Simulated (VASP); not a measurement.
# Ta3N5 (Cmcm) in VASP: single point with PBEsol

Aim: the single point of Ta3N5 with PBEsol.

Everything below comes from runs of VASP 6.6.1. Logs are shortened: lines on timing, memory, paths and dates and some standing lists are left out, and cuts for length are marked.

### Step 1. The cell of the first run

The structure is orthorhombic, space group Cmcm (No. 63). Conventional cell: a = 3.976 Å, b = 10.552 Å, c = 10.633 Å, α = 90.00°, β = 90.00°, γ = 90.00°. Within 2.8 Å of Ta (site symmetry m2m) lie 6 N at 2.09 to 2.17 Å. Ta (site symmetry m) has 6 N at 2.00 to 2.34 Å within 2.6 Å. N (site symmetry m2m) has 4 Ta at 2.09 to 2.34 Å and 4 N at 2.76 Å within 2.8 Å. Within 2.9 Å of N (site symmetry m) lie 3 Ta at 2.00 to 2.15 Å and 3 N at 2.66 to 2.85 Å. N (site symmetry m) has 4 Ta at 2.10 to 2.32 Å and 5 N at 2.76 to 2.82 Å within 2.9 Å.

### Step 2. Single point, PBEsol (13.94 Å³/atom)

Contents of INCAR:

```
SYSTEM = Ta3N5
ALGO     = Normal         ! electronic algorithm
EDIFF    = 1E-7           ! SCF threshold, eV
ENCUT    = 520            ! plane-wave cutoff, eV
GGA      = PS             ! functional
ISIF     = 2              ! what is computed and relaxed
ISMEAR   = 0              ! smearing method
LASPH    = .True.         ! aspherical terms in the spheres
LCHARG   = .False.        ! write CHGCAR
LREAL    = Auto         
LWAVE    = .False.        ! write WAVECAR
NBANDS   = 72             ! bands
NELM     = 100            ! most SCF steps
PREC     = Accurate       ! precision mode
SIGMA    = 0.02           ! smearing width, eV
```

Contents of KPOINTS:

```
k-points
0
Gamma
  8 8 4
  0 0 0
```

Contents of POSCAR:

```
Ta3N5
1.0
    1.9881728380     -5.2759718967      0.0000000000
    1.9881728380      5.2759718967      0.0000000000
    0.0000000000      0.0000000000     10.6327718000
Ta N
6 10
Direct
    0.8006300585      0.1993699415      0.2500000000
    0.1993699415      0.8006300585      0.7500000000
    0.8676433755      0.1323566245      0.5572388169
    0.1323566245      0.8676433755      0.0572388169
    0.1323566245      0.8676433755      0.4427611831
    0.8676433755      0.1323566245      0.9427611831
    0.2388468706      0.7611531294      0.2500000000
    0.7611531294      0.2388468706      0.7500000000
    0.9527887102      0.0472112898      0.1159589320
    0.0472112898      0.9527887102      0.6159589320
    0.0472112898      0.9527887102      0.8840410680
    0.9527887102      0.0472112898      0.3840410680
    0.6937638788      0.3062361212      0.0760560979
    0.3062361212      0.6937638788      0.5760560979
    0.3062361212      0.6937638788      0.9239439021
    0.6937638788      0.3062361212      0.4239439021
```

Potentials or basis: VASP PAW PBE potentials, release 64 (Ta_pv, N).

Command:

```bash
$ cat potpaw_PBE.64/Ta_pv/POTCAR potpaw_PBE.64/N/POTCAR > POTCAR
$ mpirun -np 1 vasp_std > vasp.out
```

OUTCAR:

```text
SYSTEM = Ta3N5
   EDIFF = 1E-7
   ENCUT = 520
   GGA = PS
   ISIF = 2
   ISMEAR = 0
   LASPH = .True.
   LREAL = Auto
   NELM = 100
   PREC = Accurate

 ion  position               nearest neighbor table
   1  0.801  0.199  0.250-   7 2.09   7 2.09  12 2.15   9 2.15  16 2.17  13 2.17   6 3.34   3 3.34
                             4 3.36   4 3.36   5 3.36   5 3.36
   2  0.199  0.801  0.750-   8 2.09   8 2.09  11 2.15  10 2.15  15 2.17  14 2.17   5 3.34   4 3.34
                             3 3.36   3 3.36   6 3.36   6 3.36
   3  0.868  0.132  0.557-  10 2.00  12 2.05  14 2.10  14 2.10  16 2.32   8 2.34   5 3.05   1 3.34
                             2 3.36   2 3.36   5 3.41   5 3.41
   4  0.132  0.868  0.057-   9 2.00  11 2.05  13 2.10  13 2.10  15 2.32   7 2.34   6 3.05   2 3.34
                             1 3.36   1 3.36   6 3.41   6 3.41
   5  0.132  0.868  0.443-  12 2.00  10 2.05  16 2.10  16 2.10  14 2.32   7 2.34   3 3.05   2 3.34
                             1 3.36   1 3.36   3 3.41   3 3.41
   6  0.868  0.132  0.943-  11 2.00   9 2.05  15 2.10  15 2.10  13 2.32   8 2.34   4 3.05   1 3.34
                             2 3.36   2 3.36   4 3.41   4 3.41
   7  0.239  0.761  0.250-   1 2.09   1 2.09   4 2.34   5 2.34
   8  0.761  0.239  0.750-   2 2.09   2 2.09   6 2.34   3 2.34
   9  0.953  0.047  0.116-   4 2.00   6 2.05   1 2.15
  10  0.047  0.953  0.616-   3 2.00   5 2.05   2 2.15
  11  0.047  0.953  0.884-   6 2.00   4 2.05   2 2.15
  12  0.953  0.047  0.384-   5 2.00   3 2.05   1 2.15
  13  0.694  0.306  0.076-   4 2.10   4 2.10   1 2.17   6 2.32
  14  0.306  0.694  0.576-   3 2.10   3 2.10   2 2.17   5 2.32
  15  0.306  0.694  0.924-   6 2.10   6 2.10   2 2.17   4 2.32
  16  0.694  0.306  0.424-   5 2.10   5 2.10   1 2.17   3 2.32

  LATTYP: Found a base centered orthorhombic cell.
 ALAT       =     3.9763456760
 B/A-ratio  =     2.6536786922
 C/A-ratio  =     2.6740059005

  Lattice vectors:

 A1 = (   1.9881728380,  -5.2759718967,   0.0000000000)
 A2 = (   1.9881728380,   5.2759718967,   0.0000000000)
 A3 = (   0.0000000000,   0.0000000000,  10.6327718000)

Analysis of symmetry for initial positions (statically):
=====================================================================
 Subroutine PRICEL returns:
 Original cell was already a primitive cell.

 Routine SETGRP: Setting up the symmetry group for a
 base centered orthorhombic supercell.

 Subroutine GETGRP returns: Found  8 space group operations
 (whereof  4 operations were pure point group operations)
 out of a pool of  8 trial point group operations.

The static configuration has the point symmetry C_2h.
 The point group associated with its full space group is D_2h.

Analysis of symmetry for dynamics (positions and initial velocities):
[... 152 lines left out ...]
   NUPDOWN=      -1.0000    fix difference up-down
   EMIN   =  10.00;   EMAX   =-10.00  energy-range for DOS
   EFERMI =   0.00;   METHOD = LEGACY
   ISMEAR =     0;   SIGMA  =   0.02  broadening in eV -4-tet -1-fermi 0-gaus
   EFERMI_NEDOS =   21; number of points for ismear=-14 and -15
   IALGO  =     38    algorithm
   IMIX   =      4    mixing-type and parameters
     AMIX     =   0.40;   BMIX     =  1.00
     AMIX_MAG =   1.60;   BMIX_MAG =  1.00
  volume/ion in A,a.u.               =      13.94        94.08
  Fermi-wavevector in a.u.,A,eV,Ry     =   1.316487  2.487799 23.580762  1.733137
  Thomas-Fermi vector in A             =   2.446595
   LORBIT       =      0    0 simple, 1 ext, 2 COOP (PROOUT), +10 PAW based schemes
   GGA     = PS    functional components
   LHFCALC =     F    Hartree Fock is set to
   AEXX    =    0.0000 exact exchange contribution
   IVDW    =     0    specifies the selected vdW correction
   LEPSILON=     F    determine dielectric tensor
   LRPA    =     F    only Hartree local field effects (RPA)
 non-spin polarized calculation
 Gauss-broadening in eV      SIGMA  =   0.02
  energy-cutoff  :      520.00
  volume of cell :      223.07
 maximum number of plane-waves:      6040
 NGX is ok and might be reduce to    42
   NGX = 21   NGY = 21   NGZ = 39

 number of electron     115.9999998 magnetization

 Free energy of the ion-electron system (eV)
  ---------------------------------------------------
  ext. energy  EPLUGINS =         0.00000000
  ---------------------------------------------------
  free energy    TOTEN  =      -178.16378612 eV

  energy without entropy =     -178.16378612  energy(sigma->0) =     -178.16378612

 E-fermi :   3.1771     XC(G=0): -10.9823

 val. band max:        3.0373230317   @ k =   0.0000   0.0000   0.0000
 cond. band min:       4.2252498891   @ k =   0.5000   0.5000   0.0000
 fundamental gap:      1.1879268575
 Fermi energy:         3.1770661890

 k-point     1 :       0.0000    0.0000    0.0000
  band No.  band energies     occupation
      1     -31.9290      2.00000
      2     -31.9150      2.00000
      3     -31.8950      2.00000
      4     -31.8177      2.00000
      5     -31.8175      2.00000
      6     -31.8126      2.00000
[... 1741 lines left out ...]
     69       6.4509      0.00000
     70       6.5342      0.00000

 [... further k-points ...]

 [bands above 70 left out]

------------------------ aborting loop because EDIFF is reached ----------------------------------------

  FORCE on cell =-STRESS in cart. coord.  units (eV):
  Direction    XX          YY          ZZ          XY          YZ          ZX
  --------------------------------------------------------------------------------------
  -------------------------------------------------------------------------------------
  Total      -26.3721117    -26.2253432    -26.3838648      0.0000000     -0.0000000      0.0000000
  in kB     -189.4184991   -188.3643295   -189.5029157      0.0000000     -0.0000000      0.0000000
  external PRESSURE =    -189.0952481 kB  Pullay stress =       0.0000000 kB

 VOLUME and BASIS-vectors are now :
 -----------------------------------------------------------------------------
  energy-cutoff  :      520.00
  volume of cell :      223.07
      direct lattice vectors                 reciprocal lattice vectors
     1.988172838 -5.275971897  0.000000000     0.251487190 -0.094769269  0.000000000
     1.988172838  5.275971897  0.000000000     0.251487190  0.094769269  0.000000000
     0.000000000  0.000000000 10.632771800     0.000000000  0.000000000  0.094048854

 POSITION                                       TOTAL-FORCE (eV/Angst)
 -----------------------------------------------------------------------------------
      1.98817     -3.17223      2.65819         0.000000     -0.003673      0.000000
      1.98817      3.17223      7.97458         0.000000      0.003673      0.000000
      1.98817     -3.87935      5.92499         0.000000      0.030581      0.012742
      1.98817      3.87935      0.60861         0.000000     -0.030581      0.012742
      1.98817      3.87935      4.70778         0.000000     -0.030581     -0.012742
      1.98817     -3.87935     10.02416         0.000000      0.030581     -0.012742
[... 8 lines left out ...]
      1.98817      2.04459      9.82408         0.000000     -0.012713      0.001113
      1.98817     -2.04459      4.50770         0.000000      0.012713      0.001113
 -----------------------------------------------------------------------------------
    total drift:                                0.000000     -0.000000     -0.000000

  FREE ENERGIE OF THE ION-ELECTRON SYSTEM (eV)
  ---------------------------------------------------
  free  energy   TOTEN  =      -178.1637861175 eV

  energy  without entropy=     -178.1637861175  energy(sigma->0) =     -178.16378612
```

It took 67 min on 1 thread of Oxide Virtual Turin-like, shared host; peak memory 0.73 GiB.

What came out:

```yaml
Free_energy: -178.1638 eV
Pressure: -18.9 GPa
Largest_force: 0.041 eV/Å
Band_gap_on_the_k_mesh: 1.19 eV (least direct gap 1.37 eV)
```

Forces in eV/Å, atoms in the order of the input:
```
Ta   0.000 -0.004  0.000
Ta   0.000  0.004  0.000
Ta   0.000  0.031  0.013
Ta   0.000 -0.031  0.013
Ta   0.000 -0.031 -0.013
Ta   0.000  0.031 -0.013
N    0.000  0.002  0.000
N    0.000 -0.002  0.000
N    0.000  0.016  0.038
N    0.000 -0.016  0.038
N    0.000 -0.016 -0.038
N    0.000  0.016 -0.038
N    0.000  0.013 -0.001
N    0.000 -0.013 -0.001
N    0.000 -0.013  0.001
N    0.000  0.013  0.001
```

Stress tensor (GPa, compression positive):
```
-18.94   0.00   0.00
  0.00 -18.84   0.00
  0.00   0.00 -18.95
```

Levels at points of the mesh, in eV from the valence-band top:
```tsv
k point	band 54	band 55	band 56	band 57	band 58	band 59	band 60	band 61	band 62	band 63
(0.00, 0.00, 0.00)	-0.86	-0.83	-0.47	-0.31	0.00	1.45	1.64	1.98	2.24	2.67
(0.50, 0.00, 0.00)	-1.34	-0.95	-0.90	-0.63	-0.40	1.68	1.77	2.44	2.61	2.70
(0.50, 0.50, 0.00)	-1.14	-0.92	-0.88	-0.81	-0.26	1.19	1.68	2.19	2.61	2.72
(0.00, 0.00, 0.50)	-0.92	-0.62	-0.62	-0.55	-0.55	1.57	1.57	2.32	2.32	2.40
(0.50, 0.00, 0.50)	-1.80	-0.71	-0.71	-0.50	-0.50	1.84	1.84	2.52	2.52	2.83
(0.50, 0.50, 0.50)	-1.21	-1.08	-1.08	-0.51	-0.51	1.46	1.46	2.48	2.48	2.67
```

Caveat: the cell stands under tension; the PAW data sets were made with another functional, which shifts forces and pressure a little; spin-orbit coupling is left out, which moves the levels of the heavy elements.
